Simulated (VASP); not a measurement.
# Be2S (Pnma) in VASP: a series of runs

The runs below take Be2S through single point, with PBE.

All numbers are computed with VASP 6.6.1; they aren't measurements. Logs are shortened: lines on timing, memory, paths and dates and some standing lists are left out, and cuts for length are marked.

## (1) The cell of the first run

The structure is orthorhombic, space group Pnma (No. 62). Conventional cell: a = 3.329 Å, b = 3.238 Å, c = 16.757 Å, α = 90.00°, β = 90.00°, γ = 90.00°. Within 2.7 Å of Be (site symmetry m) lie 2 S at 2.06 Å and 8 Be at 2.33 to 2.59 Å. Within 2.8 Å of Be (site symmetry m) lie 2 S at 2.15 Å and 8 Be at 2.29 to 2.40 Å. S (site symmetry m) has 4 Be at 2.06 to 2.15 Å within 2.7 Å.

## (2) Single point, PBE

File INCAR:

```
SYSTEM = Be2S
ALGO = Normal
EDIFF = 1E-6
ENCUT = 520
GGA = PE
ISIF = 2
ISMEAR = 0
LASPH = .TRUE.
LCHARG = .FALSE.
LREAL = .FALSE.
LWAVE = .FALSE.
NBANDS = 32
NELM = 100
PREC = Accurate
SIGMA = 0.1
```

File KPOINTS:

```
k-points
0
G
  10 10 2
  0 0 0
```

File POSCAR:

```
Be2S
1.0
    3.3290851945      0.0000000000      0.0000000000
    0.0000000000      3.2379229622      0.0000000000
    0.0000000000      0.0000000000     16.7565896790
Be S
8 4
Direct
    0.2348484583      0.7500000000      0.1909314560
    0.2651515417      0.2500000000      0.6909314560
    0.7651439955      0.7500000000      0.7030842403
    0.7348560045      0.2500000000      0.2030842403
    0.7348484583      0.7500000000      0.3090685440
    0.7651515417      0.2500000000      0.8090685440
    0.2348560045      0.2500000000      0.2969157597
    0.2651439955      0.7500000000      0.7969157597
    0.2651525654      0.2500000000      0.8816437912
    0.2348474346      0.7500000000      0.3816437912
    0.7651525654      0.2500000000      0.6183562088
    0.7348474346      0.7500000000      0.1183562088
```

Potentials or basis: VASP PAW PBE potentials, release 64 (Be, S).

Started as:

```
$ cat potpaw_PBE.64/Be/POTCAR potpaw_PBE.64/S/POTCAR > POTCAR
$ mpirun -np 1 vasp_std > vasp.out
```

OUTCAR:

```text
SYSTEM = Be2S
   EDIFF = 1E-6
   ENCUT = 520
   GGA = PE
   ISIF = 2
   ISMEAR = 0
   LASPH = .TRUE.
   LREAL = .FALSE.
   NELM = 100
   PREC = Accurate

 ion  position               nearest neighbor table
   1  0.235  0.750  0.191-  12 2.06  12 2.06   4 2.33   4 2.33   4 2.33   4 2.33
   2  0.265  0.250  0.691-  11 2.06  11 2.06   3 2.33   3 2.33   3 2.33   3 2.33
   3  0.765  0.750  0.703-  11 2.15  11 2.15   8 2.29   8 2.29   2 2.33   2 2.33   2 2.33   2 2.33

   4  0.735  0.250  0.203-  12 2.15  12 2.15   7 2.29   7 2.29   1 2.33   1 2.33   1 2.33   1 2.33

   5  0.735  0.750  0.309-  10 2.06  10 2.06   7 2.33   7 2.33   7 2.33   7 2.33
   6  0.765  0.250  0.809-   9 2.06   9 2.06   8 2.33   8 2.33   8 2.33   8 2.33
   7  0.235  0.250  0.297-  10 2.15  10 2.15   4 2.29   4 2.29   5 2.33   5 2.33   5 2.33   5 2.33

   8  0.265  0.750  0.797-   9 2.15   9 2.15   3 2.29   3 2.29   6 2.33   6 2.33   6 2.33   6 2.33

   9  0.265  0.250  0.882-   6 2.06   6 2.06   8 2.15   8 2.15
  10  0.235  0.750  0.382-   5 2.06   5 2.06   7 2.15   7 2.15
  11  0.765  0.250  0.618-   2 2.06   2 2.06   3 2.15   3 2.15
  12  0.735  0.750  0.118-   1 2.06   1 2.06   4 2.15   4 2.15

  LATTYP: Found a simple orthorhombic cell.
 ALAT       =     3.2379229622
 B/A-ratio  =     1.0281545402
 C/A-ratio  =     5.1751044959

  Lattice vectors:

 A1 = (   0.0000000000,  -3.2379229622,   0.0000000000)
 A2 = (   3.3290851945,   0.0000000000,   0.0000000000)
 A3 = (   0.0000000000,   0.0000000000,  16.7565896790)

Analysis of symmetry for initial positions (statically):
=====================================================================
 Subroutine PRICEL returns:
 Original cell was already a primitive cell.

 Routine SETGRP: Setting up the symmetry group for a
 simple orthorhombic supercell.

 Subroutine GETGRP returns: Found  8 space group operations
 (whereof  2 operations were pure point group operations)
 out of a pool of  8 trial point group operations.

The static configuration has the point symmetry S_2 .
 The point group associated with its full space group is D_2h.

Analysis of symmetry for dynamics (positions and initial velocities):
=====================================================================
 Subroutine PRICEL returns:
 Original cell was already a primitive cell.

 Routine SETGRP: Setting up the symmetry group for a
 simple orthorhombic supercell.

 Subroutine GETGRP returns: Found  8 space group operations
 (whereof  2 operations were pure point group operations)
 out of a pool of  8 trial point group operations.

The dynamic configuration has the point symmetry S_2 .
 The point group associated with its full space group is D_2h.

 Subroutine INISYM returns: Found  8 space group operations
 (whereof  2 operations are pure point group operations),
 and found     1 'primitive' translations

----------------------------------------------------------------------------------------

                                     Primitive cell

  volume of cell :     180.6247

  direct lattice vectors                    reciprocal lattice vectors
     3.329085195  0.000000000  0.000000000     0.300382820  0.000000000  0.000000000
     0.000000000  3.237922962  0.000000000     0.000000000  0.308839961  0.000000000
     0.000000000  0.000000000 16.756589679     0.000000000  0.000000000  0.059678014

  length of vectors
     3.329085195  3.237922962 16.756589679     0.300382820  0.308839961  0.059678014

  position of ions in fractional coordinates (direct lattice)
     0.234848458  0.750000000  0.190931456
     0.265151542  0.250000000  0.690931456
     0.765143995  0.750000000  0.703084240
     0.734856005  0.250000000  0.203084240
     0.734848458  0.750000000  0.309068544
     0.765151542  0.250000000  0.809068544
     0.234856005  0.250000000  0.296915760
     0.265143995  0.750000000  0.796915760
     0.265152565  0.250000000  0.881643791
     0.234847435  0.750000000  0.381643791
     0.765152565  0.250000000  0.618356209
     0.734847435  0.750000000  0.118356209

  ion indices of the primitive-cell ions
   primitive index   ion index
                 1           1
                 2           2
                 3           3
                 4           4
                 5           5
                 6           6
                 7           7
                 8           8
                 9           9
                10          10
                11          11
                12          12

----------------------------------------------------------------------------------------

 KPOINTS: k-points

Automatic generation of k-mesh.
 Grid dimensions read from file:
 generate k-points for:   10   10    2

 Generating k-lattice:

  Cartesian coordinates                     Fractional coordinates (reciprocal lattice)
     0.030038282  0.000000000  0.000000000     0.100000000  0.000000000  0.000000000
     0.000000000  0.030883996  0.000000000     0.000000000  0.100000000  0.000000000
     0.000000000  0.000000000  0.029839007     0.000000000  0.000000000  0.500000000

  Length of vectors
     0.030038282  0.030883996  0.029839007

  Shift w.r.t. Gamma in fractional coordinates (k-lattice)
     0.000000000  0.000000000  0.000000000

 Subroutine IBZKPT returns following result:
 ===========================================

 Found     72 irreducible k-points:

 Following reciprocal coordinates:
            Coordinates               Weight
  0.000000  0.000000  0.000000      1.000000
  0.100000  0.000000  0.000000      2.000000
  0.200000  0.000000  0.000000      2.000000
  0.300000  0.000000  0.000000      2.000000
  0.400000  0.000000  0.000000      2.000000
  0.500000  0.000000  0.000000      1.000000
[... 16 lines left out ...]
  0.400000  0.300000  0.000000      4.000000
  0.500000  0.300000  0.000000      2.000000
 [... further k-points ...]
   k-points           NKPTS =     72   k-points in BZ     NKDIM =     72   number of bands    NBANDS=     32
   number of dos      NEDOS =    301   number of ions     NIONS =     12
   total plane-waves  NPLWV =  84672
   dimension x,y,z NGX =    28 NGY =   24 NGZ =  126
   dimension x,y,z NGXF=    56 NGYF=   48 NGZF=  252
   ions per type =               8   4
   NGX,Y,Z   is equivalent  to a cutoff of  13.98, 12.32, 12.50 a.u.
   NGXF,Y,Z  is equivalent  to a cutoff of  27.96, 24.64, 25.00 a.u.
 SYSTEM =  Be2S
   PREC   = accura    normal or accurate (medium, high low for compatibility)
   ISTART =      0    job   : 0-new  1-cont  2-samecut
   ICHARG =      2    charge: 1-file 2-atom 10-const
   ISPIN  =      1    spin polarized calculation?
   LNONCOLLINEAR =      F non collinear calculations
   LSORBIT =      F    spin-orbit coupling
   LASPH  =      T    aspherical Exc in radial PAW
   ENCUT  =  520.0 eV  38.22 Ry    6.18 a.u.   6.19  6.02 31.16*2*pi/ulx,y,z
   NELM   =    100;   NELMIN=  2; NELMDL= -5     # of ELM steps
   EDIFF  = 0.1E-05   stopping-criterion for ELM
   LREAL  =      F    real-space projection
   EDIFFG = 0.1E-04   stopping-criterion for IOM
   NSW    =      0    number of steps for IOM
   IBRION =     -1    ionic relax: 0-MD 1-quasi-New 2-CG
   NFREE  =      0    steps in history (QN), initial steepest desc. (CG)
   ISIF   =      2    stress and relaxation
   ISYM   =      2    0-nonsym 1-usesym 2-fastsym
   POTIM  = 0.5000    time-step for ionic-motion
   TEBEG  =    0.0;   TEEND  =   0.0 temperature during run
   PSTRESS=    0.0 pullay stress
   NELECT =      40.0000    total number of electrons
   NUPDOWN=      -1.0000    fix difference up-down
   EMIN   =  10.00;   EMAX   =-10.00  energy-range for DOS
   EFERMI =   0.00;   METHOD = LEGACY
   ISMEAR =     0;   SIGMA  =   0.10  broadening in eV -4-tet -1-fermi 0-gaus
   EFERMI_NEDOS =   21; number of points for ismear=-14 and -15
   IALGO  =     38    algorithm
   IMIX   =      4    mixing-type and parameters
     AMIX     =   0.40;   BMIX     =  1.00
     AMIX_MAG =   1.60;   BMIX_MAG =  1.00
  volume/ion in A,a.u.               =      15.05       101.58
  Fermi-wavevector in a.u.,A,eV,Ry     =   0.990457  1.871693 13.347396  0.981006
  Thomas-Fermi vector in A             =   2.122129
   LORBIT       =      0    0 simple, 1 ext, 2 COOP (PROOUT), +10 PAW based schemes
   GGA     = PE    functional components
   LHFCALC =     F    Hartree Fock is set to
   AEXX    =    0.0000 exact exchange contribution
   IVDW    =     0    specifies the selected vdW correction
   LEPSILON=     F    determine dielectric tensor
   LRPA    =     F    only Hartree local field effects (RPA)
 non-spin polarized calculation
 Gauss-broadening in eV      SIGMA  =   0.10
  energy-cutoff  :      520.00
  volume of cell :      180.62
 maximum number of plane-waves:      4936
 NGX is ok and might be reduce to    28
   NGX = 13   NGY = 13   NGZ = 63

 number of electron      39.9999998 magnetization

 Free energy of the ion-electron system (eV)
  ---------------------------------------------------
  ext. energy  EPLUGINS =         0.00000000
  ---------------------------------------------------
  free energy    TOTEN  =       -50.66419393 eV

  energy without entropy =      -50.65726486  energy(sigma->0) =      -50.66072939

 E-fermi :   3.8688     XC(G=0):  -8.6842

 val. band max:        3.8407068019   @ k =   0.3000   0.4000   0.0000
 cond. band min:       3.8760322163   @ k =   0.2000   0.3000   0.0000
 fundamental gap:      0.0353254144
 Fermi energy:         3.8687771777

 k-point     1 :       0.0000    0.0000    0.0000
  band No.  band energies     occupation
      1     -10.9216      2.00000
      2     -10.8926      2.00000
      3     -10.7169      2.00000
      4     -10.6832      2.00000
      5      -4.3907      2.00000
      6      -4.3109      2.00000
[... 24 lines left out ...]
     31       8.9162      0.00000
     32       9.5303      0.00000

 k-point     2 :       0.1000    0.0000    0.0000
  band No.  band energies     occupation
      1     -10.8578      2.00000
      2     -10.8296      2.00000
      3     -10.6579      2.00000
      4     -10.6252      2.00000
      5      -4.3019      2.00000
      6      -4.2249      2.00000
[... 24 lines left out ...]
     31       8.9886      0.00000
     32       9.2274      0.00000

 k-point     3 :       0.2000    0.0000    0.0000
  band No.  band energies     occupation
      1     -10.6789      2.00000
      2     -10.6533      2.00000
      3     -10.4954      2.00000
      4     -10.4662      2.00000
      5      -4.0511      2.00000
      6      -3.9858      2.00000
[... 24 lines left out ...]
     31       9.3609      0.00000
     32       9.4125      0.00000

 k-point     4 :       0.3000    0.0000    0.0000
  band No.  band energies     occupation
      1     -10.4265      2.00000
      2     -10.4058      2.00000
      3     -10.2778      2.00000
      4     -10.2550      2.00000
      5      -3.7208      2.00000
      6      -3.6904      2.00000
[... 24 lines left out ...]
     31       9.4215      0.00000
     32       9.4672      0.00000

 k-point     5 :       0.4000    0.0000    0.0000
  band No.  band energies     occupation
      1     -10.1788      2.00000
      2     -10.1665      2.00000
      3     -10.0918      2.00000
      4     -10.0790      2.00000
      5      -3.6073      2.00000
      6      -3.5821      2.00000
[... 584 lines left out ...]
     31      10.3420      0.00000
     32      10.3638      0.00000

 k-point    22 :       0.3000    0.3000    0.0000
  band No.  band energies     occupation
      1      -9.9005      2.00000
      2      -9.8860      2.00000
      3      -9.7645      2.00000
      4      -9.7488      2.00000
      5      -2.9542      2.00000
      6      -2.9430      2.00000
[... 24 lines left out ...]
     31      10.5289      0.00000
     32      10.6511      0.00000

 k-point    23 :       0.4000    0.3000    0.0000
  band No.  band energies     occupation
      1      -9.6771      2.00000
      2      -9.6686      2.00000
      3      -9.5983      2.00000
      4      -9.5895      2.00000
      5      -2.7530      2.00000
      6      -2.7322      2.00000
[... 24 lines left out ...]
     31       9.7479      0.00000
     32      10.5672      0.00000

 k-point    24 :       0.5000    0.3000    0.0000
  band No.  band energies     occupation
      1      -9.5554      2.00000
      2      -9.5554      2.00000
      3      -9.5535      2.00000
      4      -9.5535      2.00000
      5      -2.7741      2.00000
      6      -2.7741      2.00000
[... 24 lines left out ...]
     31       9.9147      0.00000
     32       9.9147      0.00000

 [... further k-points ...]
[... 5 lines left out ...]
  --------------------------------------------------------------------------------------
  -------------------------------------------------------------------------------------
  Total       -0.0291098     -0.0608095      0.0000389      0.0000000      0.0000000      0.0000000
  in kB       -0.2582102     -0.5393927      0.0003452      0.0000000      0.0000000      0.0000000
  external PRESSURE =      -0.2657526 kB  Pullay stress =       0.0000000 kB

 VOLUME and BASIS-vectors are now :
 -----------------------------------------------------------------------------
  energy-cutoff  :      520.00
  volume of cell :      180.62
      direct lattice vectors                 reciprocal lattice vectors
     3.329085195  0.000000000  0.000000000     0.300382820  0.000000000  0.000000000
     0.000000000  3.237922962  0.000000000     0.000000000  0.308839961  0.000000000
     0.000000000  0.000000000 16.756589679     0.000000000  0.000000000  0.059678014

 POSITION                                       TOTAL-FORCE (eV/Angst)
 -----------------------------------------------------------------------------------
      0.78183      2.42844      3.19936         0.000095      0.000000      0.000873
      0.88271      0.80948     11.57765        -0.000095      0.000000      0.000873
      2.54723      2.42844     11.78129        -0.000051      0.000000     -0.005131
      2.44640      0.80948      3.40300         0.000051     -0.000000     -0.005131
      2.44637      2.42844      5.17893         0.000095      0.000000     -0.000873
      2.54725      0.80948     13.55723        -0.000095     -0.000000     -0.000873
      0.78186      0.80948      4.97530         0.000051     -0.000000      0.005131
      0.88269      2.42844     13.35359        -0.000051      0.000000      0.005131
      0.88272      0.80948     14.77334        -0.000089      0.000000      0.001385
      0.78183      2.42844      6.39505         0.000089      0.000000      0.001385
      2.54726      0.80948     10.36154        -0.000089      0.000000     -0.001385
      2.44637      2.42844      1.98325         0.000089      0.000000     -0.001385
 -----------------------------------------------------------------------------------
    total drift:                                0.000000     -0.000000      0.000000

  FREE ENERGIE OF THE ION-ELECTRON SYSTEM (eV)
  ---------------------------------------------------
  free  energy   TOTEN  =       -50.6641939255 eV

  energy  without entropy=      -50.6572648625  energy(sigma->0) =      -50.66072939
```

Run time: 3.5 min. Hardware: 1 thread of Intel Xeon 6975P-C (Granite Rapids), shared host; peak memory 0.48 GiB.

What came out:

```
Free energy            : -50.6642 eV
Pressure               : 0.0 GPa
Largest force          : 0.005 eV/Å
Band gap on the k mesh : zero (bands 20 and 21 overlap by 2.38 eV)
```

Forces in eV/Å, atoms in the order of the input:
```
Be   0.000  0.000  0.001
Be   0.000  0.000  0.001
Be   0.000  0.000 -0.005
Be   0.000  0.000 -0.005
Be   0.000  0.000 -0.001
Be   0.000  0.000 -0.001
Be   0.000  0.000  0.005
Be   0.000  0.000  0.005
S    0.000  0.000  0.001
S    0.000  0.000  0.001
S    0.000  0.000 -0.001
S    0.000  0.000 -0.001
```

Caveat: this functional lacks dispersion, which binds the layers, so the pressure and a relaxed spacing across them are unreliable.

(Part 1 of 2 ends here.)
